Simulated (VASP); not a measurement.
Wanted: the native input for a VASP 6.6.1 run.

```
Task                   : single point
Functional             : PBE
Potentials or basis    : VASP PAW PBE potentials, release 64 (Ta_pv)
Cutoff                 : 520 eV
k mesh                 : 20 × 20 × 20
Occupations            : gaussian, width 0.15 eV
Spin                   : no spin polarisation
Dipole correction      : no
Further INCAR settings : ALGO = Normal; EDIFF = 1e-06; NBANDS = 12
```

The structure of Ta lies in POSCAR:

```
Ta
1.0
   -1.7008184000      1.7008184000      1.6017416000
    1.7008184000     -1.7008184000      1.6017416000
    1.7008184000      1.7008184000     -1.6017416000
Ta
1
Direct
    0.0000000000      0.0000000000      0.0000000000
```

This cell differs from its parent crystal: strain +0.030 along x and y, -0.030 along z.

One way to write it, as run:

INCAR

```
SYSTEM = Ta
ALGO     = Normal         ! electronic algorithm
EDIFF    = 1E-6           ! SCF threshold, eV
ENCUT    = 520            ! plane-wave cutoff, eV
GGA      = PE             ! functional
ISIF     = 2              ! what is computed and relaxed
ISMEAR   = 0              ! smearing method
LASPH    = .True.         ! aspherical terms in the spheres
LCHARG   = .True.         ! write CHGCAR
LELF     = .True.         ! ELF
LREAL    = .False.        ! projectors in reciprocal space
LVHAR    = .True.       
LWAVE    = .False.        ! write WAVECAR
NBANDS   = 12             ! bands
NELM     = 60             ! most SCF steps
PREC     = Accurate       ! precision mode
SIGMA    = 0.15           ! smearing width, eV
```

KPOINTS

```
k-points
0
Gamma
  20 20 20
  0 0 0
```

Potentials or basis: VASP PAW PBE potentials, release 64 (Ta_pv).

The run is started by

```sh
$ cat potpaw_PBE.64/Ta_pv/POTCAR > POTCAR
$ mpirun -np 1 vasp_std > vasp.out
```

Results of the run:

```yaml
Pressure: -2.1 GPa
Band_gap_on_the_k_mesh: zero (an odd number of electrons rules out a gap without spin polarisation)
```

Caveat: the cell differs from its parent crystal (strain +0.030 along x and y, -0.030 along z); spin-orbit coupling is left out, which moves the levels of the heavy elements.

Wall time 110 s on 1 thread of Intel Xeon 8259CL (shared host), peak memory 0.26 GiB.
